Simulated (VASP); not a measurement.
# As (R-3m) in VASP: notebook

Runs on As. Level: PBE. Tasks: single point.

Program: VASP 6.6.1. These are calculated values, not measurements. Logs are shortened: lines on timing, memory, paths and dates and some standing lists are left out, and cuts for length are marked.

## (1) The cell of the first run

Symmetry: R-3m, No. 166, trigonal system. The conventional cell has a = 3.787 Å, b = 3.787 Å, c = 10.612 Å, α = 90.00°, β = 90.00°, γ = 120.00°. As (site symmetry 3m) has 6 As at 2.52 to 3.16 Å within 3.3 Å.

## (2) Single point, PBE (volume scaled by 1.02)

File INCAR:

```
SYSTEM = As
  ALGO = Normal
  EDIFF = 1E-7
  ENCUT = 520
  GGA = PE
  ISIF = 2
  ISMEAR = -1
  LASPH = .True.
  LCHARG = .True.
  LELF = .True.
  LREAL = .False.
  LVHAR = .True.
  LWAVE = .False.
  NBANDS = 12
  NELM = 60
  PREC = Accurate
  SIGMA = 0.05
```

File KPOINTS:

```
k-points
0
Gamma
  9 9 9
  0 0 0
```

File POSCAR:

```
As
1.0
    1.8932528703      1.0930700543      3.5373346065
   -1.8932528703      1.0930700543      3.5373346065
    0.0000000000     -2.1861401086      3.5373346065
As
2
Direct
    0.2260000000      0.2260000000      0.2260000000
    0.7740000000      0.7740000000      0.7740000000
```

Potentials or basis: VASP PAW PBE potentials, release 64 (As).

Started as:

```console
$ cat potpaw_PBE.64/As/POTCAR > POTCAR
$ mpirun -np 1 vasp_std > vasp.out
```

OUTCAR:

```text
SYSTEM = As
   EDIFF = 1E-7
   ENCUT = 520
   GGA = PE
   ISIF = 2
   ISMEAR = -1
   LASPH = .True.
   LREAL = .False.
   NELM = 60
   PREC = Accurate

 ion  position               nearest neighbor table
   1  0.226  0.226  0.226-   2 2.52   2 2.52   2 2.52
   2  0.774  0.774  0.774-   1 2.52   1 2.52   1 2.52

  LATTYP: Found a trigonal (rhomboedric) cell.
 ALAT       =     4.1583584132
 COS(alpha) =     0.5854247172

  Lattice vectors:

 A1 = (   1.8932528703,   1.0930700543,   3.5373346065)
 A2 = (  -1.8932528703,   1.0930700543,   3.5373346065)
 A3 = (   0.0000000000,  -2.1861401086,   3.5373346065)

Analysis of symmetry for initial positions (statically):
=====================================================================
 Subroutine PRICEL returns:
 Original cell was already a primitive cell.

 Routine SETGRP: Setting up the symmetry group for a
 trigonal (rhombohedral) supercell.

 Subroutine GETGRP returns: Found 12 space group operations
 (whereof 12 operations were pure point group operations)
 out of a pool of 12 trial point group operations.

The static configuration has the point symmetry D_3d.

Analysis of symmetry for dynamics (positions and initial velocities):
=====================================================================
 Subroutine PRICEL returns:
 Original cell was already a primitive cell.

 Routine SETGRP: Setting up the symmetry group for a
 trigonal (rhombohedral) supercell.

 Subroutine GETGRP returns: Found 12 space group operations
 (whereof 12 operations were pure point group operations)
 out of a pool of 12 trial point group operations.

The dynamic configuration has the point symmetry D_3d.

 Subroutine INISYM returns: Found 12 space group operations
 (whereof 12 operations are pure point group operations),
 and found     1 'primitive' translations

----------------------------------------------------------------------------------------

                                     Primitive cell

  volume of cell :      43.9222

  direct lattice vectors                    reciprocal lattice vectors
     1.893252870  1.093070054  3.537334606     0.264095731  0.152475741  0.094232910
    -1.893252870  1.093070054  3.537334606    -0.264095731  0.152475741  0.094232910
     0.000000000 -2.186140109  3.537334606     0.000000000 -0.304951482  0.094232910

  length of vectors
     4.158358413  4.158358413  4.158358413     0.319179022  0.319179022  0.319179022

  position of ions in fractional coordinates (direct lattice)
     0.226000000  0.226000000  0.226000000
     0.774000000  0.774000000  0.774000000

  ion indices of the primitive-cell ions
   primitive index   ion index
                 1           1
                 2           2

----------------------------------------------------------------------------------------

 KPOINTS: k-points

Automatic generation of k-mesh.
 Grid dimensions read from file:
 generate k-points for:    9    9    9

 Generating k-lattice:

  Cartesian coordinates                     Fractional coordinates (reciprocal lattice)
     0.029343970  0.016941749  0.010470323     0.111111111  0.000000000  0.000000000
    -0.029343970  0.016941749  0.010470323     0.000000000  0.111111111  0.000000000
     0.000000000 -0.033883498  0.010470323     0.000000000  0.000000000  0.111111111

  Length of vectors
     0.035464336  0.035464336  0.035464336

  Shift w.r.t. Gamma in fractional coordinates (k-lattice)
     0.000000000  0.000000000  0.000000000

 Subroutine IBZKPT returns following result:
 ===========================================

 Found     85 irreducible k-points:

 Following reciprocal coordinates:
            Coordinates               Weight
  0.000000  0.000000  0.000000      1.000000
  0.111111  0.000000  0.000000      6.000000
  0.222222  0.000000 -0.000000      6.000000
  0.333333 -0.000000 -0.000000      6.000000
  0.444444  0.000000 -0.000000      6.000000
  0.111111  0.111111  0.000000      6.000000
[... 16 lines left out ...]
 -0.333333  0.333333  0.000000      6.000000
  0.444444  0.444444 -0.000000      6.000000
 [... further k-points ...]
   k-points           NKPTS =     85   k-points in BZ     NKDIM =     85   number of bands    NBANDS=     12
   number of dos      NEDOS =    301   number of ions     NIONS =      2
   total plane-waves  NPLWV =  32768
   dimension x,y,z NGX =    32 NGY =   32 NGZ =   32
   dimension x,y,z NGXF=    64 NGYF=   64 NGZF=   64
   ions per type =               2
   NGX,Y,Z   is equivalent  to a cutoff of  12.79, 12.79, 12.79 a.u.
   NGXF,Y,Z  is equivalent  to a cutoff of  25.59, 25.59, 25.59 a.u.
 SYSTEM =  As
   PREC   = accura    normal or accurate (medium, high low for compatibility)
   ISTART =      0    job   : 0-new  1-cont  2-samecut
   ICHARG =      2    charge: 1-file 2-atom 10-const
   ISPIN  =      1    spin polarized calculation?
   LNONCOLLINEAR =      F non collinear calculations
   LSORBIT =      F    spin-orbit coupling
   LASPH  =      T    aspherical Exc in radial PAW
   ENCUT  =  520.0 eV  38.22 Ry    6.18 a.u.   7.73  7.73  7.73*2*pi/ulx,y,z
   NELM   =     60;   NELMIN=  2; NELMDL= -5     # of ELM steps
   EDIFF  = 0.1E-06   stopping-criterion for ELM
   LREAL  =      F    real-space projection
   EDIFFG = 0.1E-05   stopping-criterion for IOM
   NSW    =      0    number of steps for IOM
   IBRION =     -1    ionic relax: 0-MD 1-quasi-New 2-CG
   NFREE  =      0    steps in history (QN), initial steepest desc. (CG)
   ISIF   =      2    stress and relaxation
   ISYM   =      2    0-nonsym 1-usesym 2-fastsym
   POTIM  = 0.5000    time-step for ionic-motion
   TEBEG  =    0.0;   TEEND  =   0.0 temperature during run
   PSTRESS=    0.0 pullay stress
   NELECT =      10.0000    total number of electrons
   NUPDOWN=      -1.0000    fix difference up-down
   EMIN   =  10.00;   EMAX   =-10.00  energy-range for DOS
   EFERMI =   0.00;   METHOD = LEGACY
   ISMEAR =    -1;   SIGMA  =   0.05  broadening in eV -4-tet -1-fermi 0-gaus
   EFERMI_NEDOS =   21; number of points for ismear=-14 and -15
   IALGO  =     38    algorithm
   IMIX   =      4    mixing-type and parameters
     AMIX     =   0.40;   BMIX     =  1.00
     AMIX_MAG =   1.60;   BMIX_MAG =  1.00
  volume/ion in A,a.u.               =      21.96       148.20
  Fermi-wavevector in a.u.,A,eV,Ry     =   0.999647  1.889060 13.596232  0.999295
  Thomas-Fermi vector in A             =   2.131951
   LORBIT       =      0    0 simple, 1 ext, 2 COOP (PROOUT), +10 PAW based schemes
   GGA     = PE    functional components
   LHFCALC =     F    Hartree Fock is set to
   AEXX    =    0.0000 exact exchange contribution
   IVDW    =     0    specifies the selected vdW correction
   LEPSILON=     F    determine dielectric tensor
   LRPA    =     F    only Hartree local field effects (RPA)
 non-spin polarized calculation
  energy-cutoff  :      520.00
  volume of cell :       43.92
 maximum number of plane-waves:      1198
   NGX = 15   NGY = 15   NGZ = 15

 number of electron      10.0000000 magnetization

 number of electron       9.9999999 magnetization

 Free energy of the ion-electron system (eV)
  ---------------------------------------------------
  ext. energy  EPLUGINS =         0.00000000
  ---------------------------------------------------
  free energy    TOTEN  =        -9.33985489 eV

  energy without entropy =       -9.33840743  energy(sigma->0) =       -9.33913116

 E-fermi :   5.2351     XC(G=0):  -9.8779

 val. band max:        5.1644776874   @ k =   0.4444   0.0000  -0.0000
 cond. band min:       5.2652292885   @ k =   0.4444   0.3333   0.3333
 fundamental gap:      0.1007516011
 Fermi energy:         5.2350739811

 k-point     1 :       0.0000    0.0000    0.0000
  band No.  band energies     occupation
      1      -9.6474      2.00000
      2      -0.6407      2.00000
      3       2.8336      2.00000
      4       3.2422      2.00000
      5       3.2422      2.00000
      6       6.8258      0.00000
      7       8.1107      0.00000
      8       8.1107      0.00000
      9      12.1337      0.00000
     10      12.1337      0.00000
     11      12.6261      0.00000
     12      14.0112      0.00000

 k-point     2 :       0.1111    0.0000    0.0000
  band No.  band energies     occupation
      1      -9.4854      2.00000
      2      -1.1827      2.00000
      3       2.8277      2.00000
      4       3.1194      2.00000
      5       3.2247      2.00000
      6       7.0904      0.00000
      7       7.8178      0.00000
      8       8.0008      0.00000
      9      11.2209      0.00000
     10      11.9428      0.00000
     11      11.9990      0.00000
     12      14.9636      0.00000

 k-point     3 :       0.2222    0.0000   -0.0000
  band No.  band energies     occupation
      1      -9.0047      2.00000
      2      -2.4799      2.00000
      3       2.5611      2.00000
      4       2.8480      2.00000
      5       3.6401      2.00000
      6       6.6195      0.00000
      7       7.4079      0.00000
      8       7.5763      0.00000
      9      11.1456      0.00000
     10      11.7747      0.00000
     11      12.6169      0.00000
     12      16.8487      0.00000
[... 286 lines left out ...]
 k-point    23 :      -0.3333    0.3333    0.0000
  band No.  band energies     occupation
      1      -6.0603      2.00000
      2      -5.9111      2.00000
      3      -0.6075      2.00000
      4       2.1005      2.00000
      5       2.1032      2.00000
      6       7.7872      0.00000
      7       7.9255      0.00000
      8      10.9912      0.00000
      9      11.7490      0.00000
     10      13.0942      0.00000
     11      15.2912      0.00000
     12      17.7110      0.00000

 k-point    24 :       0.4444    0.4444   -0.0000
  band No.  band energies     occupation
      1      -7.1311      2.00000
      2      -4.2880      2.00000
      3      -0.4771      2.00000
      4       1.2329      2.00000
      5       1.2543      2.00000
      6       6.7707      0.00000
      7      10.5263      0.00000
      8      11.8863      0.00000
      9      11.9955      0.00000
     10      15.6644      0.00000
     11      16.5519      0.00000
     12      17.8885      0.00000

 [... further k-points ...]
[... 5 lines left out ...]
  --------------------------------------------------------------------------------------
  -------------------------------------------------------------------------------------
  Total        0.6771960      0.6771960      0.6218730      0.0000000      0.0000000      0.0000000
  in kB       24.7025026     24.7025026     22.6844512      0.0000000      0.0000000      0.0000000
  external PRESSURE =      24.0298188 kB  Pullay stress =       0.0000000 kB

 VOLUME and BASIS-vectors are now :
 -----------------------------------------------------------------------------
  energy-cutoff  :      520.00
  volume of cell :       43.92
      direct lattice vectors                 reciprocal lattice vectors
     1.893252870  1.093070054  3.537334606     0.264095731  0.152475741  0.094232910
    -1.893252870  1.093070054  3.537334606    -0.264095731  0.152475741  0.094232910
     0.000000000 -2.186140109  3.537334606     0.000000000 -0.304951482  0.094232910

 POSITION                                       TOTAL-FORCE (eV/Angst)
 -----------------------------------------------------------------------------------
      0.00000      0.00000      2.39831         0.000000      0.000000      0.349996
      0.00000      0.00000      8.21369         0.000000     -0.000000     -0.349996
 -----------------------------------------------------------------------------------
    total drift:                               -0.000000     -0.000000      0.000000

  FREE ENERGIE OF THE ION-ELECTRON SYSTEM (eV)
  ---------------------------------------------------
  free  energy   TOTEN  =        -9.3398548947 eV

  energy  without entropy=       -9.3384074327  energy(sigma->0) =       -9.33913116
```

It took 22 s on 1 thread of Intel Xeon Platinum 8559C (Emerald Rapids), shared host; peak memory 0.18 GiB.

What came out:

* Free energy: -9.3399 eV
* Pressure: 2.4 GPa
* Largest force: 0.350 eV/Å
* Band gap on the k mesh: zero (band 5 reaches 5.27 eV, above the bottom of band 6 at 5.16 eV)

Forces on the atoms (eV/Å):
```
As   0.000  0.000  0.350
As   0.000  0.000 -0.350
```

Stress tensor (GPa, compression positive):
```
2.47 0.00 0.00
0.00 2.47 0.00
0.00 0.00 2.27
```

## (3) Single point, PBE (volume scaled by 1.04)

File INCAR:

```
ALGO = Normal ; EDIFF = 1E-6
ENCUT = 520 ; GGA = PE
ISIF = 2 ; ISMEAR = -1
LASPH = T ; LCHARG = F
LREAL = F ; LWAVE = F
NBANDS = 12 ; NELM = 80
PREC = Accurate ; SIGMA = 0.05
```

File KPOINTS:

```
k-points
0
Gamma
  9 9 9
```

File POSCAR:

```
As
1.0
    1.9055470646      1.1001681106      3.5603049553
   -1.9055470646      1.1001681106      3.5603049553
    0.0000000000     -2.2003362214      3.5603049553
As
2
Direct
    0.2260000000      0.2260000000      0.2260000000
    0.7740000000      0.7740000000      0.7740000000
```

Potentials or basis: VASP PAW PBE potentials, release 64 (As).

Started as:

```console
$ cat potpaw_PBE.64/As/POTCAR > POTCAR
$ mpirun -np 1 vasp_std > vasp.out
```

Wall time 19 s (1 thread of Intel Xeon Platinum 8559C (Emerald Rapids), shared host); peak memory 0.18 GiB.

The run converged. Its results:

```
Free energy            : -9.3488 eV
Pressure               : 0.9 GPa
Largest force          : 0.220 eV/Å
Band gap on the k mesh : zero (band 5 reaches 5.04 eV, above the bottom of band 6 at 4.94 eV)
```

Forces on the atoms (eV/Å):
```
As   0.000  0.000  0.220
As   0.000  0.000 -0.220
```

Stress tensor (GPa, compression positive):
```
0.84 0.00 0.00
0.00 0.84 0.00
0.00 0.00 1.16
```

Levels at points of the mesh, in eV from the Fermi level:
```tsv
k point	band 3	band 4	band 5	band 6	band 7	band 8
(0.00, 0.00, 0.00)	-2.32	-1.93	-1.93	1.61	2.86	2.86
```

## (4) Single point, PBE (volume scaled by 1.06)

File INCAR:

```
SYSTEM = As
PREC = Accurate
ENCUT = 520
EDIFF = 1E-7
ISMEAR = -1
SIGMA = 0.05
LREAL = .False.
LASPH = .True.
NELM = 100
ALGO = Normal
ISIF = 2
LWAVE = .False.
LCHARG = .True.
GGA = PE
LELF = .True.
LVHAR = .True.
NBANDS = 12
```

File KPOINTS:

```
regular mesh
0
Gamma
  9 9 9
  0 0 0
```

File POSCAR:

```
As
1.0
    1.9176846343      1.1071757398      3.5829826684
   -1.9176846343      1.1071757398      3.5829826684
    0.0000000000     -2.2143514796      3.5829826684
As
2
Direct
    0.2260000000      0.2260000000      0.2260000000
    0.7740000000      0.7740000000      0.7740000000
```

Started as:

```console
$ cat potpaw_PBE.64/As/POTCAR > POTCAR
$ mpirun -np 1 vasp_std > vasp.out
```

Wall time 20 s (1 thread of Intel Xeon Platinum 8559C (Emerald Rapids), shared host); peak memory 0.19 GiB.

It converged, with:

- Free energy: -9.3501 eV
- Pressure: -0.4 GPa
- Largest force: 0.098 eV/Å
- Band gap on the k mesh: zero (band 5 reaches 4.82 eV, above the bottom of band 6 at 4.73 eV)

Forces on the atoms (eV/Å):
```
As   0.000  0.000  0.098
As   0.000  0.000 -0.098
```

Stress tensor (GPa, compression positive):
```
-0.66  0.00  0.00
 0.00 -0.66  0.00
 0.00  0.00  0.13
```

Levels at points of the mesh, in eV from the Fermi level:
| k point | band 3 | band 4 | band 5 | band 6 | band 7 | band 8 |
| --- | --- | --- | --- | --- | --- | --- |
| (0.00, 0.00, 0.00) | -2.25 | -1.88 | -1.88 | 1.62 | 2.84 | 2.84 |

## (5) Summary

| cell | gap on the mesh (eV) | pressure (GPa) | largest force (eV/Å) |
| --- | --- | --- | --- |
| a = 4.158 Å, angles 54.2°, 2 atoms | none | 2.4 | 0.35 |
| a = 4.185 Å, angles 54.2°, 2 atoms | none | 0.9 | 0.22 |
| a = 4.212 Å, angles 54.2°, 2 atoms | none | -0.4 | 0.10 |

Alike in all rows: task single point; level PBE; potentials or basis VASP PAW PBE potentials, release 64 (As); no spin polarisation; k mesh 9 × 9 × 9; cutoff (eV) 520; smearing fermi-dirac 0.05 eV.

Absolute energies hang on the potentials; compare differences alone.
